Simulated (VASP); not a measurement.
Wanted: the native input for a VASP 6.6.1 run.

* Task: relaxation of the atoms
* Functional: r2SCAN
* Potentials or basis: VASP PAW PBE potentials, release 64 (In_d, Sb)
* Cutoff: 520 eV
* k mesh: 9 × 9 × 9
* Occupations: fermi-dirac, width 0.1 eV
* Spin: no spin polarisation
* Dipole correction: no
* Further INCAR settings: ALGO = Normal; EDIFF = 1e-07; IBRION = 2; EDIFFG = -0.01; NSW = 50

Crystal: InSb.

```
CELL_PARAMETERS angstrom
0.00000 3.21213 3.21213
3.21213 0.00000 3.21213
3.21213 3.21213 0.00000
ATOMIC_POSITIONS crystal
In 0.00000 0.00000 0.00000
Sb 0.25000 0.25000 0.25000
```

The input as run:

POSCAR

```
InSb
1.0
    0.0000000000      3.2121343300      3.2121343300
    3.2121343300      0.0000000000      3.2121343300
    3.2121343300      3.2121343300      0.0000000000
In Sb
1 1
Direct
    0.0000000000      0.0000000000      0.0000000000
    0.2500000000      0.2500000000      0.2500000000
```

INCAR.step1

```
SYSTEM = InSb
  PREC = Accurate
  ENCUT = 520
  ISMEAR = -1
  SIGMA = 0.1
  LREAL = .FALSE.
  LASPH = .TRUE.
  NELM = 80
  GGA = PE
  ALGO = Normal
  EDIFF = 1E-4
  LWAVE = .TRUE.
  LCHARG = .FALSE.
```

INCAR.step2

```
SYSTEM = InSb
  PREC = Accurate
  ENCUT = 520
  EDIFF = 1E-7
  ISMEAR = -1
  SIGMA = 0.1
  LREAL = .FALSE.
  LASPH = .TRUE.
  NELM = 80
  ALGO = Normal
  ISIF = 2
  LWAVE = .FALSE.
  LCHARG = .FALSE.
  METAGGA = R2SCAN
  LMIXTAU = .TRUE.
  IBRION = 2
  NSW = 50
  EDIFFG = -0.01
  ISTART = 1
```

KPOINTS

```
regular mesh
0
G
  9 9 9
  0 0 0
```

Potentials or basis: VASP PAW PBE potentials, release 64 (In_d, Sb).

The run is started by

```sh
$ cat potpaw_PBE.64/In_d/POTCAR potpaw_PBE.64/Sb/POTCAR > POTCAR
$ cp INCAR.step1 INCAR
$ mpirun -np 1 vasp_std > vasp.out
$ cp INCAR.step2 INCAR
$ mpirun -np 1 vasp_std > vasp.out
```

Results of the run:

| Item | Value |
| --- | --- |
| Pressure after relaxing | 3.1 GPa |
| Band gap on the k mesh | 0.40 eV |

Caveat: the relaxation stopped at its first step, so nothing moved; the PAW data sets were made with another functional, which shifts forces and pressure a little; spin-orbit coupling is left out, which moves the levels of the heavy elements.

Run time: 3.8 min on 1 thread of Intel(R) Xeon(R) Platinum 8259CL CPU @ 2.50GHz (Skylake/Cascade Lake) (shared host), peak memory 0.24 GiB.
